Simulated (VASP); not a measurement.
Here is a VASP 6.6.1 calculation.

File POSCAR:

```
Mg2Sn
1.0
    0.0000000000      3.3799352829      3.4475339886
    3.3799352829      0.0000000000      3.4475339886
    3.3799352829      3.3799352829      0.0000000000
Sn Mg
1 2
Direct
    0.0000000000      0.0000000000      0.0000000000
    0.2500000000      0.2500000000      0.2500000000
    0.7500000000      0.7500000000      0.7500000000
```

File INCAR.step1:

```
SYSTEM = Mg2Sn
ALGO = Normal
EDIFF = 1E-5
ENCUT = 520
GGA = PE
GGA_COMPAT = .FALSE.
ISIF = 2
ISMEAR = -1
LASPH = .TRUE.
LREAL = .FALSE.
LWAVE = .TRUE.
NBANDS = 16
NELM = 120
PREC = Accurate
SIGMA = 0.02
```

Contents of INCAR.step2:

```
SYSTEM = Mg2Sn
ALGO = Normal
EDIFF = 1E-6
ENCUT = 520
GGA = PE
GGA_COMPAT = .FALSE.
HFSCREEN = 0.2079
ISIF = 2
ISMEAR = -1
ISTART = 1
LASPH = .TRUE.
LCHARG = .TRUE.
LELF = .TRUE.
LHFCALC = .TRUE.
LREAL = .FALSE.
LVHAR = .TRUE.
LWAVE = .FALSE.
NBANDS = 16
NELM = 120
PREC = Accurate
PRECFOCK = Normal
SIGMA = 0.02
```

Contents of KPOINTS:

```
k-points
0
G
  4 4 4
  0 0 0
```

Potentials or basis: VASP PAW PBE potentials, release 64 (Sn_d, Mg).

Launch:

```sh
$ cat potpaw_PBE.64/Sn_d/POTCAR potpaw_PBE.64/Mg/POTCAR > POTCAR
$ cp INCAR.step1 INCAR
$ mpirun -np 1 vasp_std > vasp.out
$ cp INCAR.step2 INCAR
$ mpirun -np 1 vasp_std > vasp.out
```

Q: Estimate the pressure.

A: -0.9 GPa.

Stress tensor (GPa, compression positive):
```
-0.62  0.00  0.00
 0.00 -0.62  0.00
 0.00  0.00 -1.35
```

Caveat: the k points lie up to 0.40 Å⁻¹ apart; the cell differs from its parent crystal (uniaxial z strain +2.0%); the PAW data sets were made with another functional, which shifts forces and pressure a little.
